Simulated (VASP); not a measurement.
Runs of VASP 6.6.1 on Re. The structure is that of space group Fm-3m (No. 225), or close to it. The cells are those of the table. 

```csv
task,cell,cutoff (eV),gap on the mesh (eV),pressure (GPa),relaxed volume (Å³/atom)
single point,"a = 2.769 Å, angles 60.0°, 1 atom",520,none,-0.6,-
single point,"a = 2.836 Å, angles 60.0°, 1 atom",520,none,(a),-
relaxation of cell and atoms,"relaxed from a = 2.765 Å, angles 60.0°, 1 atom",600,none,0.0,14.99
relaxation of cell and atoms,"relaxed from a = 2.769 Å, angles 60.0°, 1 atom",600,none,0.0,14.99
```

Alike in all rows: level PBE; potentials or basis VASP PAW PBE potentials, release 64 (Re); no spin polarisation; k mesh 18 × 18 × 18; smearing fermi-dirac 0.05 eV.

Problem. Estimate the missing entries.

Solution. (a) -22.9.

Caveats: spin-orbit coupling is left out, which moves the levels of the heavy elements.

A k mesh can miss the band edges, and the runs leave out spin-orbit coupling on Re.

A gap of «none» marks levels without a gap at the run's occupations.
